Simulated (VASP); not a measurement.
# PtS2 (P-3m1) in VASP: further runs, part 2 of 2

VASP 6.6.1. The steps go on from the part before.

## (4) Single point, r2SCAN (epitaxial xy strain -2.5%)

Input file POSCAR:

```
PtS2
1.0
    3.4648913333      0.0000000000      0.0000000000
   -1.7324456667      3.0006839160      0.0000000000
    0.0000000000      0.0000000000      5.4189323293
Pt S
1 2
Direct
    0.0000000000      0.0000000000      0.0000000000
    0.3333333333      0.6666666667      0.2354764556
    0.6666666667      0.3333333333      0.7645235444
```

Input file INCAR.step1:

```
PREC = Accurate
ENCUT = 520
ISMEAR = 0
SIGMA = 0.01
LREAL = F
LASPH = T
NELM = 80
NBANDS = 18
GGA = PE
ALGO = Normal
EDIFF = 1E-4
LWAVE = T
LCHARG = F
```

Input file INCAR.step2:

```
PREC = Accurate
ENCUT = 520
EDIFF = 1E-7
ISMEAR = 0
SIGMA = 0.01
LREAL = F
LASPH = T
NELM = 80
ALGO = Normal
ISIF = 2
LWAVE = F
LCHARG = F
METAGGA = R2SCAN
LMIXTAU = T
NBANDS = 18
ISTART = 1
```

Input file KPOINTS:

```
Automatic mesh
0
Gamma
  12 12 6
```

Potentials or basis: VASP PAW PBE potentials, release 64 (Pt, S).

Run with:

```console
> cat potpaw_PBE.64/Pt/POTCAR potpaw_PBE.64/S/POTCAR > POTCAR
> cp INCAR.step1 INCAR
> mpirun -np 1 vasp_std > vasp.out
> cp INCAR.step2 INCAR
> mpirun -np 1 vasp_std > vasp.out
```

OUTCAR:

```text
PREC = Accurate
   ENCUT = 520
   EDIFF = 1E-7
   ISMEAR = 0
   LREAL = F
   LASPH = T
   NELM = 80
   ISIF = 2
   METAGGA = R2SCAN
   ISTART = 1

 ion  position               nearest neighbor table
   1  0.000  0.000  0.000-   2 2.37   3 2.37   3 2.37   2 2.37   3 2.37   2 2.37
   2  0.333  0.667  0.235-   1 2.37   1 2.37   1 2.37
   3  0.667  0.333  0.765-   1 2.37   1 2.37   1 2.37

  LATTYP: Found a hexagonal cell.
 ALAT       =     3.4648913333
 C/A-ratio  =     1.5639544817

  Lattice vectors:

 A1 = (   3.4648913333,   0.0000000000,   0.0000000000)
 A2 = (  -1.7324456667,   3.0006839160,   0.0000000000)
 A3 = (   0.0000000000,   0.0000000000,   5.4189323293)

Analysis of symmetry for initial positions (statically):
=====================================================================
 Subroutine PRICEL returns:
 Original cell was already a primitive cell.

 Routine SETGRP: Setting up the symmetry group for a
 hexagonal supercell.

 Subroutine GETGRP returns: Found 12 space group operations
[... 161 lines left out ...]
  ---------------------------------------------------
  ext. energy  EPLUGINS =         0.00000000
  ---------------------------------------------------
  free energy    TOTEN  =       -68.80885773 eV

  energy without entropy =      -68.80885773  energy(sigma->0) =      -68.80885773

 E-fermi :   6.0309     XC(G=0): -11.1227

 val. band max:        5.9144878440   @ k =   0.0000   0.1667   0.1667
 cond. band min:       7.0648229645   @ k =   0.0000   0.2500   0.3333
 fundamental gap:      1.1503351205
 Fermi energy:         6.0308935658

 k-point     1 :       0.0000    0.0000    0.0000
  band No.  band energies     occupation
      1      -9.6812      2.00000
      2      -7.0263      2.00000
      3      -1.0471      2.00000
      4      -0.5093      2.00000
      5      -0.5093      2.00000
      6       2.1783      2.00000
[... 481 lines left out ...]
      5      -0.1319      2.00000
      6       1.5375      2.00000
[... 10 lines left out ...]
     17      16.1001      0.00000
     18      16.3391      0.00000

 [... further k-points ...]
[... 5 lines left out ...]
  --------------------------------------------------------------------------------------
  -------------------------------------------------------------------------------------
  Total        2.3086146      2.3086146      0.4087376     -0.0000000     -0.0000000      0.0000000
  in kB       65.6505581     65.6505581     11.6233575     -0.0000000     -0.0000000      0.0000000
  external PRESSURE =      47.6414912 kB  Pullay stress =       0.0000000 kB

 VOLUME and BASIS-vectors are now :
 -----------------------------------------------------------------------------
  energy-cutoff  :      520.00
  volume of cell :       56.34
      direct lattice vectors                 reciprocal lattice vectors
     3.464891333  0.000000000  0.000000000     0.288609340  0.166628680  0.000000000
    -1.732445667  3.000683916  0.000000000     0.000000000  0.333257360  0.000000000
     0.000000000  0.000000000  5.418932329     0.000000000  0.000000000  0.184538197

 POSITION                                       TOTAL-FORCE (eV/Angst)
 -----------------------------------------------------------------------------------
      0.00000      0.00000      0.00000         0.000000      0.000000      0.000000
     -0.00000      2.00046      1.27603        -0.000000     -0.000000     -0.047519
      1.73245      1.00023      4.14290        -0.000000      0.000000      0.047519
 -----------------------------------------------------------------------------------
    total drift:                               -0.000000      0.000000      0.000000

  FREE ENERGIE OF THE ION-ELECTRON SYSTEM (eV)
  ---------------------------------------------------
  free  energy   TOTEN  =       -68.8088577269 eV

  energy  without entropy=      -68.8088577269  energy(sigma->0) =      -68.80885773
```

OSZICAR.step1:

```text
N       E                     dE             d eps       ncg     rms          rms(c)
DAV:   1     0.111673860495E+03    0.11167E+03   -0.10392E+04  3640   0.109E+03
DAV:   2    -0.110883810862E+02   -0.12276E+03   -0.11870E+03  4334   0.219E+02
DAV:   3    -0.166131633175E+02   -0.55248E+01   -0.54878E+01  4664   0.471E+01
DAV:   4    -0.166725282049E+02   -0.59365E-01   -0.59331E-01  4702   0.534E+00
DAV:   5    -0.166735150076E+02   -0.98680E-03   -0.98672E-03  4680   0.674E-01    0.190E+01
DAV:   6    -0.155647567073E+02    0.11088E+01   -0.57030E+00  3756   0.238E+01    0.121E+01
DAV:   7    -0.153542205694E+02    0.21054E+00   -0.11140E+00  3696   0.109E+01    0.597E+00
DAV:   8    -0.153359037392E+02    0.18317E-01   -0.58319E-02  4098   0.183E+00    0.114E+00
DAV:   9    -0.153329295960E+02    0.29741E-02   -0.91998E-03  4254   0.996E-01    0.197E-01
DAV:  10    -0.153331595859E+02   -0.22999E-03   -0.14446E-03  4504   0.252E-01    0.104E-01
DAV:  11    -0.153331937555E+02   -0.34170E-04   -0.64591E-05  2896   0.614E-02
   1 F= -.15333194E+02 E0= -.15333194E+02  d E =-.203436E-13
```

It took 2.9 min on 1 thread of Intel Xeon 6975P-C (Granite Rapids), shared host; peak memory 0.25 GiB.

Results:

* Free energy: -68.8089 eV
* Pressure: 4.8 GPa
* Largest force: 0.048 eV/Å
* Band gap on the k mesh: 1.15 eV (least direct gap 1.27 eV)

Forces in eV/Å, atoms in the order of the input:
```
Pt   0.000  0.000  0.000
S    0.000  0.000 -0.048
S    0.000  0.000  0.048
```

Caveat: the cell differs from its parent crystal (epitaxial xy strain -2.5%); the cell stands under pressure; the PAW data sets were made with another functional, which shifts forces and pressure a little; spin-orbit coupling is left out, which moves the levels of the heavy elements.

## (5) Single point, r2SCAN (strain +0.3%)

Input file POSCAR:

```
PtS2
1.0
    3.5640100334      0.0000000000      0.0000000000
   -1.7820050167      3.0865232283      0.0000000000
    0.0000000000      0.0000000000      5.1391037203
Pt S
1 2
Direct
    0.0000000000      0.0000000000      0.0000000000
    0.3333333333      0.6666666667      0.2375186075
    0.6666666667      0.3333333333      0.7624813925
```

Input file INCAR.step1:

```
SYSTEM = PtS2
ALGO     = Normal         ! electronic algorithm
EDIFF    = 1E-4           ! SCF threshold, eV
ENCUT    = 520            ! plane-wave cutoff, eV
GGA      = PE             ! functional
ISMEAR   = 0              ! smearing method
LASPH    = .True.         ! aspherical terms in the spheres
LCHARG   = .False.        ! write CHGCAR
LREAL    = .False.        ! projectors in reciprocal space
LWAVE    = .True.         ! write WAVECAR
NBANDS   = 18             ! bands
NELM     = 80             ! most SCF steps
PREC     = Accurate       ! precision mode
SIGMA    = 0.01           ! smearing width, eV
```

Input file INCAR.step2:

```
SYSTEM = PtS2
ALGO     = Normal         ! electronic algorithm
EDIFF    = 1E-7           ! SCF threshold, eV
ENCUT    = 520            ! plane-wave cutoff, eV
ISIF     = 2              ! what is computed and relaxed
ISMEAR   = 0              ! smearing method
ISTART   = 1            
LASPH    = .True.         ! aspherical terms in the spheres
LCHARG   = .True.         ! write CHGCAR
LELF     = .True.         ! ELF
LMIXTAU  = .True.       
LREAL    = .False.        ! projectors in reciprocal space
LVHAR    = .True.       
LWAVE    = .False.        ! write WAVECAR
METAGGA  = R2SCAN         ! meta-GGA
NBANDS   = 18             ! bands
NELM     = 80             ! most SCF steps
PREC     = Accurate       ! precision mode
SIGMA    = 0.01           ! smearing width, eV
```

Input file KPOINTS:

```
k-points
0
Gamma
  12 12 6
  0 0 0
```

Run with:

```console
> cat potpaw_PBE.64/Pt/POTCAR potpaw_PBE.64/S/POTCAR > POTCAR
> cp INCAR.step1 INCAR
> mpirun -np 1 vasp_std > vasp.out
> cp INCAR.step2 INCAR
> mpirun -np 1 vasp_std > vasp.out
```

Run time: 2.9 min. Hardware: 1 thread of Intel Xeon 6975P-C (Granite Rapids), shared host; peak memory 0.24 GiB.

Results (log left out):

* Free energy: -68.8550 eV
* Pressure: 0.5 GPa
* Largest force: 0.048 eV/Å
* Band gap on the k mesh: 0.88 eV (least direct gap 1.15 eV)

Forces on the atoms (eV/Å):
```
Pt   0.000  0.000  0.000
S    0.000  0.000 -0.048
S    0.000  0.000  0.048
```

Stress tensor (GPa, compression positive):
```
0.24 0.00 0.00
0.00 0.24 0.00
0.00 0.00 1.00
```

Levels at points of the mesh, in eV from the valence-band top:
| k point | band 8 | band 9 | band 10 | band 11 | band 12 | band 13 | band 14 | band 15 |
| --- | --- | --- | --- | --- | --- | --- | --- | --- |
| (0.00, 0.00, 0.00) | -2.03 | -1.08 | -1.08 | -0.01 | 2.31 | 2.31 | 5.25 | 5.99 |
| (0.50, 0.00, 0.00) | -3.19 | -3.17 | -3.08 | -2.46 | 1.73 | 2.74 | 5.78 | 6.99 |
| (0.00, 0.00, 0.50) | -2.57 | -1.30 | -1.30 | -1.10 | 2.81 | 2.81 | 6.04 | 7.59 |
| (0.50, 0.00, 0.50) | -3.19 | -2.81 | -2.78 | -1.45 | 1.94 | 2.39 | 5.48 | 5.96 |

Caveat: the cell differs from its parent crystal (strain +0.3%); the PAW data sets were made with another functional, which shifts forces and pressure a little; spin-orbit coupling is left out, which moves the levels of the heavy elements. A k mesh can miss the band edges.

## (6) Summary

| level | cell | smearing | gap on the mesh (eV) | pressure (GPa) | largest force (eV/Å) |
| --- | --- | --- | --- | --- | --- |
| PBE | a = 3.564, b = 3.564, c = 5.139 Å, angles 90.0, 90.0, 120.0°, 3 atoms, atomic positions A | fermi-dirac 0.02 eV | 0.72 | 2.5 | 0.02 |
| r2SCAN | a = 3.505, b = 3.505, c = 5.123 Å, angles 90.0, 90.0, 120.0°, 3 atoms, atomic positions B | gaussian 0.01 eV | 0.88 | 4.1 | 0.05 |
| r2SCAN | a = 3.465, b = 3.465, c = 5.419 Å, angles 90.0, 90.0, 120.0°, 3 atoms, atomic positions A | gaussian 0.01 eV | 1.15 | 4.8 | 0.05 |
| r2SCAN | a = 3.564, b = 3.564, c = 5.139 Å, angles 90.0, 90.0, 120.0°, 3 atoms, atomic positions A | gaussian 0.01 eV | 0.88 | 0.5 | 0.05 |

Alike in all rows: task single point; potentials or basis VASP PAW PBE potentials, release 64 (Pt, S); no spin polarisation; k mesh 12 × 12 × 6; cutoff (eV) 520.

Caveats: spin-orbit coupling is left out, which moves the levels of the heavy elements; the PAW data sets were made with another functional, which shifts forces and pressure a little (at least some runs); the cell stands under pressure (at least some runs).

Absolute energies hang on the potentials; compare differences alone.
